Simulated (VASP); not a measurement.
Here is a VASP 6.6.1 calculation.

Contents of INCAR:

```
ALGO     = Fast           # electronic algorithm
EDIFF    = 1E-6           # SCF threshold, eV
ENCUT    = 520            # plane-wave cutoff, eV
GGA      = PE             # functional
ISIF     = 2              # what is computed and relaxed
ISMEAR   = 0              # smearing method
LASPH    = T              # aspherical terms in the spheres
LCHARG   = F              # write CHGCAR
LREAL    = F              # projectors in reciprocal space
LWAVE    = F              # write WAVECAR
NBANDS   = 18             # bands
NELM     = 60             # most SCF steps
PREC     = Accurate       # precision mode
SIGMA    = 0.1            # smearing width, eV
```

Contents of KPOINTS:

```
k-points
0
Gamma
  18 18 10
```

File POSCAR:

```
Ag
1.0
    2.9341770197      0.0000000000      0.0000000000
   -1.4670885098      2.5410718382      0.0000000000
    0.0000000000      0.0000000000      4.7990779179
Ag
2
Direct
    0.3333333333      0.6666666667      0.2500000000
    0.6666666667      0.3333333333      0.7500000000
```

Potentials or basis: VASP PAW PBE potentials, release 64 (Ag).

Command:

```sh
$ cat potpaw_PBE.64/Ag/POTCAR > POTCAR
$ mpirun -np 1 vasp_std > vasp.out
```

Task: Estimate the pressure.

Result: 0.0 GPa.

Task: Predict the band gap on the k mesh.

Result: Zero (band 11 reaches 11.76 eV, above the bottom of band 12 at 4.41 eV).
